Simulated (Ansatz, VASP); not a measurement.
One calculation of PbSe, two programs

POSCAR

```
PbSe
1.0
    0.0000000000      3.0192847941      3.0192847941
    3.0192847941      0.0000000000      3.0192847941
    3.0192847941      3.0192847941      0.0000000000
Pb Se
1 1
Direct
    0.0000000000      0.0000000000      0.0000000000
    0.5000000000      0.5000000000      0.5000000000
```

File INCAR.step1:

```
PREC     = Accurate       # precision mode
ENCUT    = 520            # plane-wave cutoff, eV
EDIFF    = 1E-5           # SCF threshold, eV
ISMEAR   = -1             # smearing method
SIGMA    = 0.05           # smearing width, eV
LREAL    = False          # projectors in reciprocal space
LASPH    = True           # aspherical terms in the spheres
NELM     = 60             # most SCF steps
ALGO     = Normal         # electronic algorithm
ISIF     = 2              # what is computed and relaxed
LWAVE    = True           # write WAVECAR
GGA      = PE             # functional
NBANDS   = 17             # bands
```

The input INCAR.step2:

```
PREC     = Accurate       # precision mode
ENCUT    = 520            # plane-wave cutoff, eV
EDIFF    = 1E-7           # SCF threshold, eV
ISMEAR   = -1             # smearing method
SIGMA    = 0.05           # smearing width, eV
LREAL    = False          # projectors in reciprocal space
LASPH    = True           # aspherical terms in the spheres
NELM     = 60             # most SCF steps
ALGO     = Normal         # electronic algorithm
ISIF     = 2              # what is computed and relaxed
LWAVE    = False          # write WAVECAR
LCHARG   = True           # write CHGCAR
METAGGA  = R2SCAN         # meta-GGA
LHFCALC  = True           # exact exchange
AEXX     = 0.5            # exact-exchange fraction
LMIXTAU  = True         
PRECFOCK = Normal       
LELF     = True           # ELF
LVHAR    = True         
ISTART   = 1            
NBANDS   = 17             # bands
```

Contents of KPOINTS:

```
Automatic mesh
0
Gamma
  4 4 4
```

File input.yaml:

```yaml
crystal:
  lattice:
    - [0.0, 3.0192847941, 3.0192847941]
    - [3.0192847941, 0.0, 3.0192847941]
    - [3.0192847941, 3.0192847941, 0.0]
  atoms:
    - { symbol: Pb, position: [0.0, 0.0, 0.0] }
    - { symbol: Se, position: [0.5, 0.5, 0.5] }
hamiltonian:
  xc: r2scan50
  pseudopotentials: { kind: paw }
kpoints:
  mp_grid: { grid: [4, 4, 4] }
scf:
  occupations: { method: fermi_dirac, width: 0.05 }
output:
  forces: true
  stress: true
  eigenvalues: true
  write_density: true
  write_potential: true
  elf: true
  volumetric_format: npy
```

Alike in both runs: task single point; functional r2SCAN50; k mesh 4 × 4 × 4; occupations fermi-dirac, width 0.05 eV; no spin polarisation.

```csv
,VASP,Ansatz
version,VASP 6.6.1,Ansatz 0.2.0
potentials or method,"VASP PAW PBE potentials, release 64 (Pb_d, Se)",Ansatz PAW
plane-wave cutoff (eV),520,500
valence electrons in the cell,20,30
```

```csv
,VASP,Ansatz,Ansatz less VASP
gap on the k mesh at the Fermi level (eV),2.44,2.29,-0.145
least direct gap on the mesh (eV),2.44,2.29,-0.145
pressure (GPa),2.7,3.2,+0.51
```

VASP's potentials were made for PBE, not for r2SCAN50. The functional is the same, so the differences come from potentials, cutoffs and numerics. VASP's potentials hold 20 valence electrons a cell and Ansatz's 30, so a difference there can come from the potentials and not from the codes.

The k mesh is coarse, so the values compare programs but aren't converged. Spin-orbit coupling is off throughout.
